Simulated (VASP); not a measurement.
# InP (Fm-3m) in VASP: elastic constants with PBEsol

Aim: the elastic constants of InP with PBEsol.

Everything below comes from runs of VASP 6.6.1. Logs are shortened: lines on timing, memory, paths and dates and some standing lists are left out, and cuts for length are marked.

## (1) The cell of the first run

The structure is cubic, space group Fm-3m (No. 225). The conventional cell has a = 5.459 Å, b = 5.459 Å, c = 5.459 Å, α = 90.00°, β = 90.00°, γ = 90.00°. Within 3.6 Å of In (site symmetry m-3m) lie 6 P at 2.73 Å. P (site symmetry m-3m) has 6 In at 2.73 Å within 3.6 Å.

## (2) Elastic constants, PBEsol

Contents of INCAR:

```
SYSTEM = InP
PREC = Accurate
ENCUT = 600
EDIFF = 1E-8
ISMEAR = 0
SIGMA = 0.05
LREAL = .FALSE.
LASPH = .TRUE.
NELM = 80
ALGO = Normal
ISIF = 3
LWAVE = .FALSE.
LCHARG = .FALSE.
GGA = PS
IBRION = 6
NFREE = 2
POTIM = 0.015
NSW = 1
```

Contents of KPOINTS:

```
regular mesh
0
G
  10 10 10
  0 0 0
```

Contents of POSCAR:

```
InP
1.0
    0.0000000000      2.7295419145      2.7295419145
    2.7295419145      0.0000000000      2.7295419145
    2.7295419145      2.7295419145      0.0000000000
In P
1 1
Direct
    0.0000000000      0.0000000000      0.0000000000
    0.5000000000      0.5000000000      0.5000000000
```

Potentials or basis: VASP PAW PBE potentials, release 64 (In_d, P).

Command:

```console
cat potpaw_PBE.64/In_d/POTCAR potpaw_PBE.64/P/POTCAR > POTCAR
mpirun -np 1 vasp_std > vasp.out
```

OUTCAR:

```text
SYSTEM = InP
   PREC = Accurate
   ENCUT = 600
   EDIFF = 1E-8
   ISMEAR = 0
   LREAL = .FALSE.
   LASPH = .TRUE.
   NELM = 80
   ISIF = 3
   GGA = PS
   IBRION = 6
   NFREE = 2
   POTIM = 0.015
   NSW = 1

 ion  position               nearest neighbor table
   1  0.000  0.000  0.000-   2 2.73   2 2.73   2 2.73   2 2.73   2 2.73   2 2.73
   2  0.500  0.500  0.500-   1 2.73   1 2.73   1 2.73   1 2.73   1 2.73   1 2.73

  LATTYP: Found a face centered cubic cell.
 ALAT       =     5.4590838290

  Lattice vectors:

 A1 = (   0.0000000000,   2.7295419145,   2.7295419145)
 A2 = (   2.7295419145,   0.0000000000,   2.7295419145)
 A3 = (   2.7295419145,   2.7295419145,   0.0000000000)

Analysis of symmetry for initial positions (statically):
=====================================================================
 Subroutine PRICEL returns:
 Original cell was already a primitive cell.

 Routine SETGRP: Setting up the symmetry group for a
 face centered cubic supercell.

 Subroutine GETGRP returns: Found 48 space group operations
 (whereof 48 operations were pure point group operations)
 out of a pool of 48 trial point group operations.

The static configuration has the point symmetry O_h .

Analysis of symmetry for dynamics (positions and initial velocities):
=====================================================================
 Subroutine PRICEL returns:
 Original cell was already a primitive cell.

 Routine SETGRP: Setting up the symmetry group for a
 face centered cubic supercell.

 Subroutine GETGRP returns: Found 48 space group operations
 (whereof 48 operations were pure point group operations)
 out of a pool of 48 trial point group operations.

The dynamic configuration has the point symmetry O_h .

 Subroutine INISYM returns: Found 48 space group operations
 (whereof 48 operations are pure point group operations),
 and found     1 'primitive' translations

----------------------------------------------------------------------------------------

                                     Primitive cell

  volume of cell :      40.6724

  direct lattice vectors                    reciprocal lattice vectors
     0.000000000  2.729541914  2.729541914    -0.183180920  0.183180920  0.183180920
     2.729541914  0.000000000  2.729541914     0.183180920 -0.183180920  0.183180920
     2.729541914  2.729541914  0.000000000     0.183180920  0.183180920 -0.183180920

  length of vectors
     3.860155195  3.860155195  3.860155195     0.317278661  0.317278661  0.317278661

  position of ions in fractional coordinates (direct lattice)
     0.000000000  0.000000000  0.000000000
     0.500000000  0.500000000  0.500000000

  ion indices of the primitive-cell ions
   primitive index   ion index
                 1           1
                 2           2

----------------------------------------------------------------------------------------

 KPOINTS: regular mesh

Automatic generation of k-mesh.
 Grid dimensions read from file:
 generate k-points for:   10   10   10

 Generating k-lattice:

  Cartesian coordinates                     Fractional coordinates (reciprocal lattice)
    -0.018318092  0.018318092  0.018318092     0.100000000  0.000000000  0.000000000
     0.018318092 -0.018318092  0.018318092     0.000000000  0.100000000  0.000000000
[... 112 lines left out ...]
  Direction    XX          YY          ZZ          XY          YZ          ZX
  --------------------------------------------------------------------------------------
  -------------------------------------------------------------------------------------
  Total        0.0165919      0.0165919      0.0165919      0.0000000     -0.0000000      0.0000000
  in kB        0.6535944      0.6535944      0.6535944      0.0000000     -0.0000000      0.0000000
  external PRESSURE =       0.6535944 kB  Pullay stress =       0.0000000 kB
[... 89 lines left out ...]
  FREE ENERGIE OF THE ION-ELECTRON SYSTEM (eV)
  ---------------------------------------------------
  free  energy   TOTEN  =        -8.8001708094 eV

  energy  without entropy=       -8.7993694692  energy(sigma->0) =       -8.79977014

[... ionic steps 4 to 14 ...]

--------------------------------------- Ionic step       15  -------------------------------------------

 number of electron      18.0000000 magnetization

------------------------ aborting loop because EDIFF is reached ----------------------------------------
[... 67 lines left out ...]
--------------------------------------- Ionic step       17  -------------------------------------------

 number of electron      17.9999998 magnetization

 Free energy of the ion-electron system (eV)
  ---------------------------------------------------
  ext. energy  EPLUGINS =         0.00000000
  ---------------------------------------------------
  free energy    TOTEN  =        -8.80506165 eV

  energy without entropy =       -8.80390304  energy(sigma->0) =       -8.80448235

 E-fermi :   7.4235     XC(G=0): -10.7507

 val. band max:        7.3837144004   @ k =   0.3000   0.0000   0.0000
 cond. band min:       7.4293733591   @ k =   0.5000   0.3000   0.0000
 fundamental gap:      0.0456589587
 Fermi energy:         7.4235320279

 k-point     1 :       0.0000    0.0000    0.0000
  band No.  band energies     occupation
      1      -6.7150      2.00000
      2      -6.7148      2.00000
      3      -6.6899      2.00000
      4      -6.6899      2.00000
      5      -6.6898      2.00000
      6      -4.9008      2.00000
      7       7.1479      2.00000
      8       7.1484      2.00000
      9       7.1484      2.00000
     10       8.2833      0.00000
     11      14.5328      0.00000
     12      14.5328      0.00000
     13      14.5346      0.00000
[... 354 lines left out ...]
  band No.  band energies     occupation
      1      -6.9832      2.00000
      2      -6.7353      2.00000
      3      -6.6822      2.00000
      4      -6.5924      2.00000
      5      -6.5840      2.00000
      6      -2.6135      2.00000
      7       3.0350      2.00000
      8       5.0024      2.00000
      9       5.4596      2.00000
     10       6.9044      2.00000
     11      11.8009      0.00000
     12      15.2457      0.00000
     13      15.6145      0.00000

 [... further k-points ...]

------------------------ aborting loop because EDIFF is reached ----------------------------------------

  FORCE on cell =-STRESS in cart. coord.  units (eV):
  Direction    XX          YY          ZZ          XY          YZ          ZX
  --------------------------------------------------------------------------------------
  -------------------------------------------------------------------------------------
  Total        0.0264472      0.0181143      0.0181143      0.0000000      0.0000000      0.0000000
  in kB        1.0418175      0.7135640      0.7135640      0.0000000      0.0000000      0.0000000
  external PRESSURE =       0.8229818 kB  Pullay stress =       0.0000000 kB
[... 17 lines left out ...]
  FREE ENERGIE OF THE ION-ELECTRON SYSTEM (eV)
  ---------------------------------------------------
  free  energy   TOTEN  =        -8.8050616530 eV

  energy  without entropy=       -8.8039030375  energy(sigma->0) =       -8.80448235

 INTERNAL STRAIN TENSORS FROM STRAINED CELLS
 ============================================

 INTERNAL STRAIN TENSOR FOR ION    1 for displacements in x,y,z  (eV/Angst):
          X           Y           Z          XY          YZ          ZX
  --------------------------------------------------------------------------------
  x     0.00000     0.00000     0.00000     0.00000    -0.00000    -0.00000
  y    -0.00000     0.00000    -0.00000    -0.00000    -0.00000     0.00000
  z     0.00000     0.00000     0.00000     0.00000     0.00000     0.00000

 INTERNAL STRAIN TENSORS FROM DISPLACED ATOMS
 ============================================

 INTERNAL STRAIN TENSOR FOR ION    1 for displacements in x,y,z  (eV/Angst):
          X           Y           Z          XY          YZ          ZX
  --------------------------------------------------------------------------------
  x     0.00000     0.00000     0.00000     0.00000     0.00000     0.00000
  y     0.00000     0.00000     0.00000     0.00000     0.00000     0.00000
  z     0.00000     0.00000     0.00000     0.00000     0.00000     0.00000

 INTERNAL STRAIN TENSOR FOR ION    2 for displacements in x,y,z  (eV/Angst):
          X           Y           Z          XY          YZ          ZX
  --------------------------------------------------------------------------------
  x     0.00000     0.00000     0.00000     0.00000     0.00000     0.00000
  y     0.00000     0.00000     0.00000     0.00000     0.00000     0.00000
  z     0.00000     0.00000     0.00000     0.00000     0.00000     0.00000

 Eigenvectors and eigenvalues of the dynamical matrix
 ----------------------------------------------------

   1 f  =    5.336006 THz    33.527115 2PiTHz  177.990004 cm-1    22.067938 meV
             X         Y         Z           dx          dy          dz
      0.000000  0.000000  0.000000     0.000000    0.460355    0.000000
      2.729542  2.729542  2.729542     0.000000   -0.887735    0.000000
[... 21 lines left out ...]
   6 f/i=    0.003420 THz     0.021487 2PiTHz    0.114070 cm-1     0.014143 meV
             X         Y         Z           dx          dy          dz
      0.000000  0.000000  0.000000     0.000000    0.000000    0.887735
      2.729542  2.729542  2.729542     0.000000    0.000000    0.460355

--------------------------------------------------------------------------------------------------------

 ELASTIC MODULI CONTR FROM IONIC RELAXATION (kBar)
 Direction    XX          YY          ZZ          XY          YZ          ZX
 --------------------------------------------------------------------------------
 XX           0.0000      0.0000      0.0000      0.0000      0.0000      0.0000
 YY           0.0000      0.0000      0.0000      0.0000      0.0000      0.0000
 ZZ           0.0000      0.0000      0.0000      0.0000      0.0000      0.0000
 XY           0.0000      0.0000      0.0000      0.0000      0.0000      0.0000
 YZ           0.0000      0.0000      0.0000      0.0000      0.0000      0.0000
 ZX           0.0000      0.0000      0.0000      0.0000      0.0000      0.0000
 --------------------------------------------------------------------------------

 TOTAL ELASTIC MODULI (kBar)
 Direction    XX          YY          ZZ          XY          YZ          ZX
 --------------------------------------------------------------------------------
 XX        1673.1403    426.8816    426.8816      0.0000      0.0000     -0.0000
 YY         426.8816   1673.1403    426.8816     -0.0000     -0.0000     -0.0000
 ZZ         426.8816    426.8816   1673.1403      0.0000      0.0000      0.0000
 XY           0.0000     -0.0000      0.0000    285.3808      0.0000     -0.0000
 YZ           0.0000     -0.0000      0.0000      0.0000    285.3808      0.0000
 ZX          -0.0000     -0.0000      0.0000     -0.0000      0.0000    285.3808
 --------------------------------------------------------------------------------
```

Wall time 27 min (1 thread of Intel Xeon 8259CL, shared host); peak memory 0.44 GiB.

Results:

- Elastic constants C11, C12, C44: 167, 43, 29 GPa
- Voigt bulk modulus: 84 GPa
- Highest phonon frequency at Γ, LO-TO splitting left out: 178 cm⁻¹

Phonon frequencies in cm⁻¹ (negative: imaginary):
```csv
q point,frequencies
"(0.000, 0.000, 0.000)",0 0 0 178 178 178
```

Elastic tensor in Voigt notation (GPa, in the Cartesian axes of the cell as first typed):
```
167  43  43   0   0   0
 43 167  43   0   0   0
 43  43 167   0   0   0
  0   0   0  29   0   0
  0   0   0   0  29   0
  0   0   0   0   0  29
```

Clamped-ion elastic tensor (GPa):
```
167  43  43   0   0   0
 43 167  43   0   0   0
 43  43 167   0   0   0
  0   0   0  29   0   0
  0   0   0   0  29   0
  0   0   0   0   0  29
```

Caveat: the PAW data sets were made with another functional, which shifts forces and pressure a little; spin-orbit coupling is left out, which moves the levels of the heavy elements.
